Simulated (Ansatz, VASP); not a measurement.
**Bi3F in VASP and in Ansatz**

The input INCAR:

```
  PREC = Accurate
  ENCUT = 600
  EDIFF = 1E-7
  ISMEAR = 0
  SIGMA = 0.1
  LREAL = F
  LASPH = T
  NELM = 120
  ALGO = Normal
  ISIF = 3
  LWAVE = F
  LCHARG = F
  GGA = PE
  IBRION = 2
  NSW = 90
  EDIFFG = -0.04
  GGA_COMPAT = F
  NELMIN = 4
```

File KPOINTS:

```
regular mesh
0
Gamma
  6 6 4
```

Contents of POSCAR:

```
Bi3F
1.0
    4.9025422377      0.0000000000      0.0000000000
   -2.4512711188      4.2457261210      0.0000000000
    0.0000000000      0.0000000000      5.1741245898
Bi F
3 1
Direct
    0.0000000000      0.0000000000      0.5000000000
    0.3333333333      0.6666666667      0.0000000000
    0.6666666667      0.3333333333      0.0000000000
    0.0000000000      0.0000000000      0.0000000000
```

Input for Ansatz:

```yaml
crystal:
  lattice:
    - [4.9025422377, 0.0, 0.0]
    - [-2.4512711188, 4.245726121, 0.0]
    - [0.0, 0.0, 5.1741245898]
  atoms:
    - { symbol: Bi, position: [0.0, 0.0, 0.5] }
    - { symbol: Bi, position: [0.3333333333, 0.6666666667, 0.0] }
    - { symbol: Bi, position: [0.6666666667, 0.3333333333, 0.0] }
    - { symbol: F, position: [0.0, 0.0, 0.0] }
basis:
  ecutwfc: 420
kpoints:
  mp_grid: { grid: [6, 6, 4] }
hamiltonian:
  xc: pbe
scf:
  occupations: { method: gaussian, width: 0.1 }
  lower_state_search: "off"
output:
  forces: true
  stress: true
  eigenvalues: true
relax:
  adjacent_minimum: "off"
  f_tol: 0.04
  max_steps: 70
  cell: { stress_tol: 0.4 }
```

Alike in both runs: task relaxation of cell and atoms; functional PBE; k mesh 6 × 6 × 4; occupations gaussian, width 0.1 eV; no spin polarisation.

```csv
,VASP,Ansatz
version,VASP 6.6.1,Ansatz 0.2.0
potentials or method,"VASP PAW PBE potentials, release 64 (Bi_d, F), cutoff 600 eV","scalar-relativistic, plane waves, PAW"
valence electrons in the cell,52,52
```

```csv
,VASP,Ansatz,Ansatz less VASP
"gap on the k mesh at the Fermi level, each at its own relaxed structure (eV)",none,none,-
relaxed volume (Å³/atom),29.90,29.84,-0.063
relaxed cell length with the largest relative difference (Å),5.448,5.444,-0.0044
```

A gap of «none» marks a metal or a gap that the smearing closes.

Neither program's run includes spin-orbit coupling.
